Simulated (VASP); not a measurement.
Set up this calculation in VASP 6.6.1, as the native input.

| Item | Value |
| --- | --- |
| Task | relaxation of shape and atoms at fixed volume |
| Functional | PBEsol |
| Potentials or basis | VASP PAW PBE potentials, release 64 (Rh_pv) |
| Cutoff | 500 eV |
| k mesh | 18 × 18 × 6 |
| Occupations | gaussian, width 0.1 eV |
| Spin | no spin polarisation |
| Dipole correction | no |
| Further INCAR settings | ALGO = Normal; EDIFF = 1e-07; IBRION = 2; EDIFFG = -0.01; NSW = 50; ISIF = 4 |

The structure of Rh lies in POSCAR:

```
Rh
1.0
    2.6484048290      0.0000000000      0.0000000000
   -1.3242024145      2.2935858614      0.0000000000
    0.0000000000      0.0000000000      8.6389798282
Rh
4
Direct
    0.0000000000      0.0000000000      0.0000000000
    0.3333333333      0.6666666667      0.2500000000
    0.0000000000      0.0000000000      0.5000000000
    0.6666666667      0.3333333333      0.7500000000
```

This isn't the form of Rh at room conditions, which is fcc.

One way to write it, as run:

INCAR

```
SYSTEM = Rh
PREC = Accurate ; ENCUT = 500
EDIFF = 1E-7 ; ISMEAR = 0
SIGMA = 0.1 ; LREAL = .False.
LASPH = .True. ; NELM = 120
ALGO = Normal ; ISIF = 4
LWAVE = .False. ; LCHARG = .False.
GGA = PS ; IBRION = 2
NSW = 50 ; EDIFFG = -0.01
GGA_COMPAT = .False. ; NELMIN = 4
```

KPOINTS

```
regular mesh
0
Gamma
  18 18 6
  0 0 0
```

Potentials or basis: VASP PAW PBE potentials, release 64 (Rh_pv).

Launch:

```sh
$ cat potpaw_PBE.64/Rh_pv/POTCAR > POTCAR
$ mpirun -np 1 vasp_std > vasp.out
```

It gave:

```
Pressure after relaxing : 9.7 GPa
Band gap on the k mesh  : zero (bands 30 and 31 overlap by 2.17 eV)
```

Caveat: the highest band is partly filled, so the run has too few bands; the PAW data sets were made with another functional, which shifts forces and pressure a little.

Wall time 2.3 min on 1 thread of Oxide Virtual Turin-like Processor, on a shared host, peak memory 0.26 GiB.
